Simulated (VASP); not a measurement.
Set up this calculation in VASP 6.6.1, as the native input.

| Item | Value |
| --- | --- |
| Task | single point |
| Functional | PBEsol |
| Potentials or basis | VASP PAW PBE potentials, release 64 (Rh_pv, Cl) |
| Cutoff | 520 eV |
| k mesh | 4 × 4 × 6 |
| Occupations | fermi-dirac, width 0.1 eV |
| Spin | no spin polarisation |
| Dipole correction | no |
| Further INCAR settings | ALGO = Normal; EDIFF = 1e-07; NBANDS = 38 |

The structure of RhCl2 lies in POSCAR:

```
RhCl2
1.0
    5.6899730000      0.0000000000      0.0000000000
    0.0000000000      5.6899730000      0.0000000000
    0.0000000000      0.0000000000      3.7283670000
Rh Cl
2 4
Direct
    0.0000000000      0.0000000000      0.0000000000
    0.5000000000      0.5000000000      0.5000000000
    0.3026200000      0.3026200000      0.0000000000
    0.6973800000      0.6973800000      0.0000000000
    0.1973800000      0.8026200000      0.5000000000
    0.8026200000      0.1973800000      0.5000000000
```

These files were run (other wordings do the same):

INCAR

```
PREC = Accurate
ENCUT = 520
EDIFF = 1E-7
ISMEAR = -1
SIGMA = 0.1
LREAL = False
LASPH = True
NELM = 80
ALGO = Normal
ISIF = 2
LWAVE = False
LCHARG = False
GGA = PS
NBANDS = 38
```

KPOINTS

```
Automatic mesh
0
Gamma
  4 4 6
```

Potentials or basis: VASP PAW PBE potentials, release 64 (Rh_pv, Cl).

Run with:

```console
$ cat potpaw_PBE.64/Rh_pv/POTCAR potpaw_PBE.64/Cl/POTCAR > POTCAR
$ mpirun -np 1 vasp_std > vasp.out
```

It gave:

```
Pressure               : -5.4 GPa
Largest force          : 0.129 eV/Å
Band gap on the k mesh : zero (band 29 reaches 5.59 eV, above the bottom of band 30 at 4.35 eV)
```

Caveat: the PAW data sets were made with another functional, which shifts forces and pressure a little.

Run time: 45 s on 1 thread of Intel(R) Xeon(R) 6975P-C (Granite Rapids), with other jobs on the host, peak memory 0.25 GiB.
